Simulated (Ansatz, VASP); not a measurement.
## Two plane-wave programs on Co

The input INCAR:

```
PREC     = Accurate       # precision mode
ENCUT    = 520            # plane-wave cutoff, eV
EDIFF    = 1E-6           # SCF threshold, eV
ISMEAR   = -1             # smearing method
SIGMA    = 0.1            # smearing width, eV
LREAL    = False          # projectors in reciprocal space
LASPH    = True           # aspherical terms in the spheres
NELM     = 80             # most SCF steps
ALGO     = Normal         # electronic algorithm
ISIF     = 2              # what is computed and relaxed
LWAVE    = False          # write WAVECAR
LCHARG   = False          # write CHGCAR
NBANDS   = 10             # bands
```

KPOINTS

```
regular mesh
0
Gamma
  18 18 18
```

POSCAR

```
Co
1.0
   -1.3311050095      1.3311050095      1.3311050095
    1.3311050095     -1.3311050095      1.3311050095
    1.3311050095      1.3311050095     -1.3311050095
Co
1
Direct
    0.0000000000      0.0000000000      0.0000000000
```

Input for Ansatz:

```yaml
crystal:
  lattice:
    - [-1.3311050095, 1.3311050095, 1.3311050095]
    - [1.3311050095, -1.3311050095, 1.3311050095]
    - [1.3311050095, 1.3311050095, -1.3311050095]
  atoms:
    - { symbol: Co, position: [0.0, 0.0, 0.0] }
hamiltonian:
  xc: lda
  pseudopotentials:
    kind: paw
    azcp:
      Co: "pseudopotentials/Co.paw.azcp"
basis:
  ecutwfc: 420
  fft_grid_basis: typed
kpoints:
  mp_grid: { grid: [18, 18, 18], shift: [0, 0, 0] }
magnetization:
  spin_polarized: false
scf:
  occupations: { method: fermi_dirac, width: 0.1 }
  lower_state_search: "off"
output:
  stress: true
```

Alike in both runs: task single point; functional LDA; k mesh 18 × 18 × 18; occupations fermi-dirac, width 0.1 eV; no spin polarisation.

|  | VASP | Ansatz |
| --- | --- | --- |
| version | VASP 6.6.1 | Ansatz 0.2.0 |
| potentials or method | VASP PAW LDA potentials, release 64 (Co), cutoff 520 eV | plane waves (420 eV) with PAW, scalar-relativistic |
| valence electrons in the cell | 9 | 17 |

|  | VASP | Ansatz | Ansatz less VASP |
| --- | --- | --- | --- |
| pressure (GPa) | 12.1 | 13.2 | +1.15 |

Ansatz warns that its potentials were made for another functional, while VASP's fit it. LDA's correlation is that of Perdew and Zunger in VASP and of Perdew and Wang (1992) in Ansatz. VASP's potentials hold 9 valence electrons a cell and Ansatz's 17, so a difference there can come from the potentials and not from the codes.
